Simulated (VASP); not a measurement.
Here is a VASP 6.6.1 calculation.

INCAR

```
PREC = Accurate ; ENCUT = 520
EDIFF = 1E-6 ; ISMEAR = 0
SIGMA = 0.15 ; LREAL = False
LASPH = True ; NELM = 80
ALGO = Fast ; ISIF = 2
LWAVE = False ; LCHARG = False
GGA = PS ; NBANDS = 12
```

The input KPOINTS:

```
Automatic mesh
0
Gamma
  28 28 28
```

POSCAR

```
Cu
1.0
    0.0000000000      1.6926017084      1.7816860088
    1.6926017084      0.0000000000      1.7816860088
    1.6926017084      1.6926017084      0.0000000000
Cu
1
Direct
    0.0000000000      0.0000000000      0.0000000000
```

Potentials or basis: VASP PAW PBE potentials, release 64 (Cu).

Run with:

```bash
$ cat potpaw_PBE.64/Cu/POTCAR > POTCAR
$ mpirun -np 1 vasp_std > vasp.out
```

(1) What does it give for the band gap on the k mesh?

(2) What does it give for the pressure?

## Answers

(1) zero (an odd number of electrons rules out a gap without spin polarisation).

(2) 23.5 GPa.

Caveat: the cell differs from its parent crystal (strain -0.050 along x and y, +0.000 along z); the cell stands under pressure; the PAW data sets were made with another functional, which shifts forces and pressure a little.
